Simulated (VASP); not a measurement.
## In2Au: electric field gradients with LDA

Crystal: In2Au.

```
CELL_PARAMETERS angstrom
0.00000 3.24013 3.24013
3.24013 0.00000 3.24013
3.24013 3.24013 0.00000
ATOMIC_POSITIONS crystal
In 0.25000 0.25000 0.25000
In 0.75000 0.75000 0.75000
Au 0.00000 0.00000 0.00000
```

This cell differs from its parent crystal: volume scaled by 0.99.

```yaml
Program: VASP 6.6.1
Task: electric field gradients
Functional: LDA
Potentials_or_basis: VASP PAW LDA potentials, release 64 (In_d, Au)
Cutoff: 520 eV
k_mesh: 10 × 10 × 10
Occupations: fermi-dirac, width 0.05 eV
Spin: no spin polarisation
Dipole_correction: no
Further_INCAR_settings: ALGO = Normal; EDIFF = 1e-08; NBANDS = 26
```

| Property | Result |
| --- | --- |
| Pressure | -0.5 GPa |

Levels at points of the mesh, in eV from the Fermi level:
```
           k point  band 15  band 16  band 17  band 18  band 19  band 20  band 21  band 22  band 23  band 24
(0.00, 0.00, 0.00)    -4.81    -4.81     0.24     3.12     3.12     3.12     3.80     3.80     3.80     4.21
(0.50, 0.00, 0.00)    -4.83    -4.83    -4.71     0.87     0.87     1.78     2.77     3.67     3.67     9.10
(0.50, 0.50, 0.00)    -5.00    -4.85    -4.27    -1.92    -1.92    -0.26     2.47     9.04     9.04    10.06
```

Wall time 61 s on 1 thread of Intel(R) Xeon(R) Platinum 8259CL CPU @ 2.50GHz (Skylake/Cascade Lake), with other jobs on the host, peak memory 0.22 GiB.

Caveat: without QUAD_EFG the Cq values of the log hold for a quadrupole moment of 1 mb, not for the nuclei; spin-orbit coupling is left out, which moves the levels of the heavy elements.
